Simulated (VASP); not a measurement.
Here is a VASP 6.6.1 calculation.

INCAR

```
PREC = Accurate
ENCUT = 520
EDIFF = 1E-6
ISMEAR = 0
SIGMA = 0.1
LREAL = False
LASPH = True
NELM = 60
ALGO = Fast
ISIF = 2
LWAVE = False
LCHARG = False
GGA = PS
NBANDS = 18
```

The input KPOINTS:

```
Automatic mesh
0
Gamma
  10 10 10
```

The input POSCAR:

```
TiAl3
1.0
    3.9084598126      0.0000000000      0.0000000000
    0.0000000000      3.9084598126      0.0000000000
    0.0000000000      0.0000000000      3.9084598126
Ti Al
1 3
Direct
    0.0000000000      0.0000000000      0.0000000000
    0.5000000000      0.5000000000      0.0000000000
    0.5000000000      0.0000000000      0.5000000000
    0.0000000000      0.5000000000      0.5000000000
```

Potentials or basis: VASP PAW PBE potentials, release 64 (Ti_sv, Al).

The run is started by

```bash
$ cat potpaw_PBE.64/Ti_sv/POTCAR potpaw_PBE.64/Al/POTCAR > POTCAR
$ mpirun -np 1 vasp_std > vasp.out
```

**Question.** Predict the pressure.

**Answer.** 3.7 GPa.

Caveat: the PAW data sets were made with another functional, which shifts forces and pressure a little.
